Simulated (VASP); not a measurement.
Write the native input for VASP 6.6.1 that does the following.

```yaml
Task: relaxation of cell and atoms
Functional: PBE
Potentials_or_basis: VASP PAW PBE potentials, release 64 (Si, Mo_sv)
Cutoff: 500 eV
k_mesh: 4 × 4 × 3
Occupations: gaussian, width 0.2 eV
Spin: no spin polarisation
Dipole_correction: no
Further_INCAR_settings: ALGO = Normal; EDIFF = 1e-07; IBRION = 2; EDIFFG = -0.08; NSW = 36; ISIF = 3
```

The structure of Si4Mo3 lies in POSCAR:

```
Si4Mo3
1.0
    4.4961946500      0.0000000000      0.0000000000
   -2.2480973300      3.8938187900      0.0000000000
    0.0000000000      0.0000000000      6.9234813600
Si Mo
4 3
Direct
    0.3333333300      0.6666666700      0.7783285400
    0.3333333300      0.6666666700      0.2216714600
    0.6666666700      0.3333333300      0.2216714600
    0.6666666700      0.3333333300      0.7783285400
    0.5000000000      0.0000000000      0.0000000000
    0.0000000000      0.5000000000      0.0000000000
    0.5000000000      0.5000000000      0.0000000000
```

The cell was built from a structure type or drawn by symmetry, and may not be a known phase.

These files were run (other wordings do the same):

INCAR

```
PREC = Accurate
ENCUT = 500
EDIFF = 1E-7
ISMEAR = 0
SIGMA = 0.2
LREAL = False
LASPH = True
NELM = 120
ALGO = Normal
ISIF = 3
LWAVE = False
LCHARG = False
GGA = PE
IBRION = 2
NSW = 36
EDIFFG = -0.08
GGA_COMPAT = False
NELMIN = 4
```

KPOINTS

```
Automatic mesh
0
Gamma
  4 4 3
```

Potentials or basis: VASP PAW PBE potentials, release 64 (Si, Mo_sv).

Command:

```sh
$ cat potpaw_PBE.64/Si/POTCAR potpaw_PBE.64/Mo_sv/POTCAR > POTCAR
$ mpirun -np 1 vasp_std > vasp.out
```

It gave:

| Item | Value |
| --- | --- |
| Relaxed volume | 22.31 Å³/atom |
| Relaxed cell | a = 5.312 Å, b = 5.312 Å, c = 6.391 Å, α = 90.00°, β = 90.00°, γ = 120.00° |
| Space group after relaxing (to 0.1 Å) | P6/mmm (No. 191) |
| Pressure after relaxing | 0.2 GPa |
| Largest force after relaxing | 0.016 eV/Å |
| Band gap on the k mesh | zero (bands 29 and 30 overlap by 1.23 eV) |

Caveat: the k points lie up to 0.34 Å⁻¹ apart in the final cell, too coarse for converged energies and pressures of a metal; the volume moved by over 15 % at a fixed basis, so the end points are rough.

Run time: 28 min on 1 thread of Intel(R) Xeon(R) 6975P-C (Granite Rapids), on a shared host, peak memory 0.26 GiB.
